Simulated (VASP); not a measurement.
Input of a VASP 6.6.1 run:

The input INCAR:

```
SYSTEM = LaZn
PREC = Accurate
ENCUT = 520
EDIFF = 1E-8
ISMEAR = -1
SIGMA = 0.05
LREAL = .False.
LASPH = .True.
NELM = 80
ALGO = Normal
ISIF = 2
LWAVE = .False.
LCHARG = .False.
LEFG = .True.
NBANDS = 18
```

The input KPOINTS:

```
Automatic mesh
0
Gamma
  9 9 9
  0 0 0
```

POSCAR

```
LaZn
1.0
    3.6993181115      0.0000000000      0.0000000000
    0.0000000000      3.6993181115      0.0000000000
    0.0000000000      0.0000000000      3.6993181115
La Zn
1 1
Direct
    0.5000000000      0.5000000000      0.5000000000
    0.0000000000      0.0000000000      0.0000000000
```

Potentials or basis: VASP PAW LDA potentials, release 64 (La, Zn).

The run is started by

```sh
$ cat potpaw_LDA.64/La/POTCAR potpaw_LDA.64/Zn/POTCAR > POTCAR
$ mpirun -np 1 vasp_std > vasp.out
```

(1) What does it give for the pressure?

(2) What does it give for the band gap on the k mesh?

Answers

(1) -2.2 GPa.

(2) zero (an odd number of electrons rules out a gap without spin polarisation).

Caveat: spin-orbit coupling is left out, which moves the levels of the heavy elements.
